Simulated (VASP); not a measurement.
The system is Sb.

```xyz
4
Lattice="2.7025 -1.9070 0.0000 2.7025 1.9070 0.0000 0.0000 0.0000 10.1018" Properties=species:S:1:pos:R:3 pbc="T T T"
Sb    2.7025   -0.9851    1.3152
Sb    2.7025   -0.9218    6.3661
Sb    2.7025    0.9851    8.7867
Sb    2.7025    0.9218    3.7357
```

| Property | Result |
| --- | --- |
| Program | VASP 6.6.1 |
| Task | relaxation of cell and atoms |
| Functional | PBEsol |
| Potentials or basis | VASP PAW PBE potentials, release 64 (Sb) |
| Cutoff | 600 eV |
| k mesh | 14 × 14 × 6 |
| Occupations | gaussian, width 0.1 eV |
| Spin | no spin polarisation |

At the start: pressure 0.2 GPa; volume 26.03 Å³/atom.

Task: How do energy, volume and symmetry change on relaxing?

Result: Over 24 steps the energy falls by 17.2 meV/atom and the volume is 25.92 Å³/atom (-0.4 %); space group Im-3m (No. 229, to 0.05 Å).

Step by step:
```csv
step,energy change (eV),largest force (eV/Å),pressure (GPa),volume (Å³)
1,0.0000,0.2254,0.23,104.12
2,-0.0385,0.1459,-0.38,104.66
3,-0.0496,0.0523,-1.06,105.52
4,-0.0560,0.0857,-0.86,105.20
5,-0.0604,0.0746,0.72,102.79
6,-0.0621,0.0799,0.16,103.60
7,-0.0652,0.0609,0.15,103.56
8,-0.0660,0.0467,0.15,103.52
9,-0.0668,0.0337,-0.18,104.00
10,-0.0668,0.0321,-0.23,104.07
11,-0.0675,0.0247,-0.15,103.95
12,-0.0678,0.0169,-0.04,103.78
13,-0.0678,0.0164,-0.03,103.76
14,-0.0680,0.0159,0.04,103.65
15,-0.0681,0.0158,0.08,103.59
16,-0.0682,0.0148,-0.02,103.74
17,-0.0682,0.0146,-0.04,103.77
18,-0.0683,0.0129,-0.04,103.77
19,-0.0685,0.0086,-0.06,103.80
20,-0.0683,0.0073,-0.09,103.85
21,-0.0685,0.0067,-0.07,103.82
22,-0.0686,0.0055,0.03,103.65
23,-0.0686,0.0054,0.04,103.64
24,-0.0686,0.0044,0.02,103.68
```

Final structure:
```yaml
crystal:
  lattice:
    - [2.64499, -1.87084, 0.00000]
    - [2.64499, 1.87084, 0.00000]
    - [0.00000, 0.00000, 10.47591]
  atoms:
    - { symbol: Sb, position: [0.75038, 0.24962, 0.12487] }
    - { symbol: Sb, position: [0.74962, 0.25038, 0.62487] }
    - { symbol: Sb, position: [0.24962, 0.75038, 0.87513] }
    - { symbol: Sb, position: [0.25038, 0.74962, 0.37513] }
```

Caveat: the PAW data sets were made with another functional, which shifts forces and pressure a little.
